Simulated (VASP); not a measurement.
Crystal: TaSi2.

```xyz
9
Lattice="4.7800 0.0000 0.0000 -2.3900 4.1396 0.0000 0.0000 0.0000 6.5640" Properties=species:S:1:pos:R:3 pbc="T T T"
Ta   -1.1950    2.0698    1.0940
Ta    1.1950    2.0698    5.4700
Ta    2.3900    0.0000    3.2820
Si    1.1949    0.6899    1.0940
Si   -1.1951    3.4497    5.4700
Si    2.3900    2.7599    3.2820
Si    1.1951    3.4497    1.0940
Si    3.5851    0.6899    5.4700
Si    0.0000    1.3797    3.2820
```

* Program: VASP 6.6.1
* Task: relaxation of cell and atoms
* Functional: LDA
* Potentials or basis: VASP PAW LDA potentials, release 64 (Ta_pv, Si)
* Cutoff: 600 eV
* k mesh: 7 × 7 × 4
* Occupations: fermi-dirac, width 0.05 eV
* Spin: no spin polarisation

At the start: pressure -4.1 GPa; volume 14.43 Å³/atom.

Question: How do energy, volume and symmetry change on relaxing?

Answer: Over 10 steps the energy falls by 19.5 meV/atom and the volume is 14.08 Å³/atom (-2.4 %); space group P6_222 (No. 180, to 0.05 Å).

Step by step:
```csv
step,energy change (eV),largest force (eV/Å),pressure (GPa),volume (Å³)
1,0.0000,0.7076,-4.10,129.88
2,-0.0791,0.3505,6.44,123.06
3,-0.1118,0.4987,2.48,125.38
4,-0.1690,0.0143,0.17,126.55
5,-0.1696,0.0345,0.35,126.44
6,-0.1747,0.0036,-0.38,127.03
7,-0.1755,0.0112,-0.20,126.88
8,-0.1755,0.0107,-0.21,126.89
9,-0.1754,0.0044,0.24,126.62
10,-0.1756,0.0078,0.01,126.76
```

Final structure:
```
CELL_PARAMETERS angstrom
4.73394 0.00000 0.00000
-2.36697 4.09972 0.00000
0.00000 0.00000 6.53161
ATOMIC_POSITIONS crystal
Ta 0.00000 0.50000 0.16667
Ta 0.50000 0.50000 0.83333
Ta 0.50000 0.00000 0.50000
Si 0.31938 0.15969 0.16667
Si 0.15969 0.84031 0.83333
Si 0.84031 0.68062 0.50000
Si 0.68062 0.84031 0.16667
Si 0.84031 0.15969 0.83333
Si 0.15969 0.31938 0.50000
```
